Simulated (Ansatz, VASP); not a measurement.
# SnTe in VASP and in Ansatz

INCAR

```
PREC     = Accurate       # precision mode
ENCUT    = 520            # plane-wave cutoff, eV
EDIFF    = 1E-8           # SCF threshold, eV
ISMEAR   = -1             # smearing method
SIGMA    = 0.08           # smearing width, eV
LREAL    = False          # projectors in reciprocal space
LASPH    = True           # aspherical terms in the spheres
NELM     = 80             # most SCF steps
ALGO     = Normal         # electronic algorithm
ISIF     = 2              # what is computed and relaxed
LWAVE    = False          # write WAVECAR
LCHARG   = False          # write CHGCAR
GGA      = CA             # functional
LEFG     = True         
NBANDS   = 17             # bands
```

KPOINTS

```
regular mesh
0
Gamma
  11 11 11
```

POSCAR

```
SnTe
1.0
    0.0000000000      3.1669867880      3.1669867880
    3.1669867880      0.0000000000      3.1669867880
    3.1669867880      3.1669867880      0.0000000000
Sn Te
1 1
Direct
    0.0000000000      0.0000000000      0.0000000000
    0.5000000000      0.5000000000      0.5000000000
```

Input for Ansatz:

```yaml
crystal:
  lattice:
    - [0.0, 3.166986788, 3.166986788]
    - [3.166986788, 0.0, 3.166986788]
    - [3.166986788, 3.166986788, 0.0]
  atoms:
    - { symbol: Sn, position: [0.0, 0.0, 0.0] }
    - { symbol: Te, position: [0.5, 0.5, 0.5] }
kpoints:
  mp_grid: { grid: [11, 11, 11] }
scf:
  occupations: { method: fermi_dirac, width: 0.08 }
hamiltonian:
  xc: lda
  pseudopotentials: { kind: all_electron, datasets: crystal }
output:
  forces: true
  stress: true
  eigenvalues: true
  efg: { contact_densities: true }
```

Change from the starting cell: volume scaled by 1.01, crystal datasets.

Alike in both runs: task electric field gradients; functional LDA; k mesh 11 × 11 × 11; occupations fermi-dirac, width 0.08 eV; no spin polarisation.

|  | VASP | Ansatz |
| --- | --- | --- |
| version | VASP 6.6.1 | Ansatz 0.2.0 |
| potentials or method | VASP PAW LDA potentials, release 64 (Sn_d, Te), cutoff 520 eV | all-electron PAW with datasets made for the crystal, scalar-relativistic |

|  | VASP | Ansatz | Ansatz less VASP |
| --- | --- | --- | --- |
| pressure (GPa) | -2.1 | -2.1 | -0.04 |

LDA's correlation is that of Perdew and Zunger in VASP and of Perdew and Wang (1992) in Ansatz. Ansatz ran all-electron here, and VASP with PAW potentials.

Spin-orbit coupling is off throughout.
